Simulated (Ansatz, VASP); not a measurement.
## GaP in VASP and in Ansatz

Contents of POSCAR:

```
GaP
1.0
    0.0000000000      2.7253992874      2.6708913017
    2.7253992874      0.0000000000      2.6708913017
    2.7253992874      2.7253992874      0.0000000000
Ga P
1 1
Direct
    0.0000000000      0.0000000000      0.0000000000
    0.2500000000      0.2500000000      0.2500000000
```

File INCAR.step1:

```
PREC = Accurate
ENCUT = 520
EDIFF = 1E-5
ISMEAR = 0
SIGMA = 0.01
LREAL = False
LASPH = True
NELM = 100
ALGO = Normal
ISIF = 2
LWAVE = True
NBANDS = 16
GGA = PE
```

Contents of INCAR.step2:

```
PREC = Accurate
ENCUT = 520
EDIFF = 1E-7
ISMEAR = 0
SIGMA = 0.01
LREAL = False
LASPH = True
NELM = 100
ALGO = Normal
ISIF = 2
LWAVE = False
LCHARG = True
GGA = PE
LHFCALC = True
HFSCREEN = 0.2079
PRECFOCK = Normal
LELF = True
LVHAR = True
NBANDS = 16
ISTART = 1
```

Contents of KPOINTS:

```
Automatic mesh
0
Gamma
  6 6 6
```

Input for Ansatz:

```yaml
crystal:
  lattice:
    - [0.0, 2.7253992874, 2.6708913017]
    - [2.7253992874, 0.0, 2.6708913017]
    - [2.7253992874, 2.7253992874, 0.0]
  atoms:
    - { symbol: Ga, position: [0.0, 0.0, 0.0] }
    - { symbol: P, position: [0.25, 0.25, 0.25] }
kpoints:
  mp_grid: { grid: [6, 6, 6] }
  band_path:
    path:
      - [0.0, 0.0, 0.0]
      - [-0.5, -0.5, 0.0]
      - [-0.375, -0.375, 0.25]
      - [-0.375, 0.0, 0.375]
      - [0.0, 0.0, 0.5]
      - [-0.5, -0.25, 0.25]
      - [0.421875, 0.421875, 0.0]
    npoints: 1
hamiltonian:
  xc: hse06
scf:
  occupations: { method: fixed }
  n_extra_bands: 4
output:
  forces: true
  stress: true
  eigenvalues: true
```

Change from the starting cell: uniaxial_z strain -2.0%.

Alike in both runs: task single point; functional HSE06; k mesh 6 × 6 × 6; no spin polarisation.

```csv
,VASP,Ansatz
version,VASP 6.6.1,Ansatz 0.2.0
potentials or method,"VASP PAW PBE potentials, release 64 (Ga_d, P)","plane waves, PAW"
plane-wave cutoff (eV),520,420
occupations,"gaussian, width 0.01 eV",fixed
valence electrons in the cell,18,18
```

```csv
,VASP,Ansatz,Ansatz less VASP
gap on the k mesh at the Fermi level (eV),2.08,2.07,-0.003
pressure (GPa),2.4,2.6,+0.21
"traceless stress, the component that is largest in VASP (GPa)",1.06,1.05,-0.009
```

Ansatz's warnings: stress exchange threshold loose, stress scf threshold loose.
